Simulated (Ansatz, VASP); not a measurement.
Two plane-wave programs on C

```xyz
2
Lattice="1.2894 0.7445 3.3470 -1.2894 0.7445 3.3470 0.0000 -1.4889 3.3470" Properties=species:S:1:pos:R:3 pbc="T T T"
C     0.0000    0.0000    1.6467
C     0.0000    0.0000    8.3943
```

Change from the starting cell: strain +0.050 along x and y, +0.000 along z, atoms carried along.

Alike in both runs: task single point; functional r2SCAN; k mesh 12 × 12 × 12; occupations gaussian, width 0.05 eV; no spin polarisation.

|  | VASP | Ansatz |
| --- | --- | --- |
| version | VASP 6.6.1 | Ansatz 0.2.0 |
| potentials or method | VASP PAW PBE potentials, release 64 (C), cutoff 520 eV | scalar-relativistic, plane waves, PAW |
| valence electrons in the cell | 8 | 8 |

VASP gave:

| Property | Result |
| --- | --- |
| gap on the k mesh at the Fermi level (eV) | 0.83 |
| least direct gap on the mesh (eV) | 0.83 |
| pressure (GPa) | -32.9 |
| traceless stress, the component that is largest in VASP (GPa) | 34.05 |
| rms of the force components (eV/Å) | 0.496 |

Q: Which values does Ansatz return?

A: gap on the k mesh at the Fermi level (eV): 0.83; least direct gap on the mesh (eV): 0.83; pressure (GPa): -33.5; traceless stress, the component that is largest in VASP (GPa): 34.66; rms of the force components (eV/Å): 0.501.

VASP's potentials were made for PBE, not for r2SCAN. Atom by atom the forces differ by 0.005 eV/Å (rms over components). Both programs put the cell under strong tension, so it lies far from rest at this level. With one functional, cell and mesh, what is left measures potentials, basis and numerics.

Noted on VASP's run: the cell as given lies far from equilibrium.
